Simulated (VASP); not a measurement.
Wanted: the native input for a VASP 6.6.1 run.

```yaml
Task: relaxation of the atoms
Functional: PBEsol
Dispersion: D3(BJ)
Potentials_or_basis: VASP PAW PBE potentials, release 64 (Na_pv, Ga_d)
Cutoff: 450 eV
k_mesh: 3 × 3 × 1
Occupations: methfessel-paxton, width 0.15 eV
Spin: no spin polarisation
Dipole_correction: yes
Further_INCAR_settings: ALGO = Normal; EDIFF = 1e-07; NELMDL = -8; IBRION = 2; EDIFFG = -0.03; NSW = 50
```

The structure of Na3Ga lies in POSCAR:

```
Na3Ga
1.0
    5.4102451027      0.0000000000      0.0000000000
    0.0000000000      5.4102451027      0.0000000000
    0.0000000000      0.0000000000     19.7384315000
Na Ga
6 2
Direct
    1.0000000000      0.5000000000      0.4515460360
    0.5000000000      0.0000000000      0.4515460360
    0.5000000000      0.5000000000      0.3546381079
    0.5000000000      0.0000000000      0.6453618921
    0.0000000000      0.5000000000      0.6453618921
    0.0000000000      0.0000000000      0.5484539640
    0.0000000000      0.0000000000      0.3546381079
    0.5000000000      0.5000000000      0.5484539640
```

These files were run (other wordings do the same):

INCAR

```
PREC     = Accurate       # precision mode
ENCUT    = 450            # plane-wave cutoff, eV
EDIFF    = 1E-7           # SCF threshold, eV
ISMEAR   = 1              # smearing method
SIGMA    = 0.15           # smearing width, eV
LREAL    = False          # projectors in reciprocal space
LASPH    = True           # aspherical terms in the spheres
NELM     = 120            # most SCF steps
ALGO     = Normal         # electronic algorithm
ISIF     = 2              # what is computed and relaxed
LWAVE    = False          # write WAVECAR
LCHARG   = False          # write CHGCAR
LDIPOL   = True         
IDIPOL   = 3            
DIPOL    = 0.5 0.5 0.500
GGA      = PS             # functional
IVDW     = 12             # dispersion correction
IBRION   = 2              # ionic algorithm
NSW      = 50             # ionic steps
EDIFFG   = -0.03          # ionic threshold
GGA_COMPAT= False        
NELMIN   = 4            
NELMDL   = -8
```

KPOINTS

```
regular mesh
0
Gamma
  3 3 1
```

Potentials or basis: VASP PAW PBE potentials, release 64 (Na_pv, Ga_d).

Command:

```bash
$ cat potpaw_PBE.64/Na_pv/POTCAR potpaw_PBE.64/Ga_d/POTCAR > POTCAR
$ mpirun -np 1 vasp_std > vasp.out
```

It gave:

```json
{
 "Energy gained by relaxing": "20.1 meV/atom",
 "Ionic steps": "9",
 "Largest force after relaxing": "0.016 eV/Å",
 "Band gap on the k mesh": "zero (bands 34 and 35 overlap by 0.52 eV)",
 "Dispersion energy per atom": "-0.127 eV"
}
```

Caveat: the k points lie up to 0.39 Å⁻¹ apart, too coarse for converged energies and pressures of a metal; the PAW data sets were made with another functional, which shifts forces and pressure a little.

Wall time 11 min on 1 thread of Intel(R) Xeon(R) Platinum 8259CL CPU @ 2.50GHz (Skylake/Cascade Lake) (shared host), peak memory 0.55 GiB.
